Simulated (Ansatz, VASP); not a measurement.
## KF in VASP and in Ansatz

File INCAR:

```
ALGO = Normal ; EDIFF = 1E-6
ENCUT = 520 ; ISIF = 2
ISMEAR = 0 ; LASPH = True
LCHARG = False ; LREAL = False
LWAVE = False ; NBANDS = 15
NELM = 60 ; PREC = Accurate
SIGMA = 0.05
```

The input KPOINTS:

```
k-points
0
Gamma
  8 8 8
```

File POSCAR:

```
KF
1.0
    3.2063820164      0.0000000000      0.0000000000
    0.0000000000      3.2063820164      0.0000000000
    0.0000000000      0.0000000000      3.3667011172
K F
1 1
Direct
    0.0000000000      0.0000000000      0.0000000000
    0.5000000000      0.5000000000      0.5000000000
```

Input for Ansatz:

```yaml
crystal:
  lattice:
    - [3.2063820164, 0.0, 0.0]
    - [0.0, 3.2063820164, 0.0]
    - [0.0, 0.0, 3.3667011172]
  atoms:
    - { symbol: K, position: [0.0, 0.0, 0.0] }
    - { symbol: F, position: [0.5, 0.5, 0.5] }
basis:
  ecutwfc: 420
kpoints:
  mp_grid: { grid: [8, 8, 8] }
hamiltonian:
  xc: lda
scf:
  occupations: { method: gaussian, width: 0.05 }
output:
  forces: true
  stress: true
  eigenvalues: true
```

Alike in both runs: task single point; functional LDA; k mesh 8 × 8 × 8; occupations gaussian, width 0.05 eV; no spin polarisation.

|  | VASP | Ansatz |
| --- | --- | --- |
| version | VASP 6.6.1 | Ansatz 0.2.0 |
| potentials or method | VASP PAW LDA potentials, release 64 (K_sv, F), cutoff 520 eV | scalar-relativistic, plane waves, PAW |
| valence electrons in the cell | 16 | 16 |

|  | VASP | Ansatz | Ansatz less VASP |
| --- | --- | --- | --- |
| gap on the k mesh at the Fermi level (eV) | 5.83 | 5.85 | +0.015 |
| least direct gap on the mesh (eV) | 5.89 | 5.90 | +0.014 |
| pressure (GPa) | -5.7 | -5.7 | -0.07 |
| traceless stress, the component that is largest in VASP (GPa) | -2.71 | -2.70 | +0.004 |

LDA's correlation is that of Perdew and Zunger in VASP and of Perdew and Wang (1992) in Ansatz.
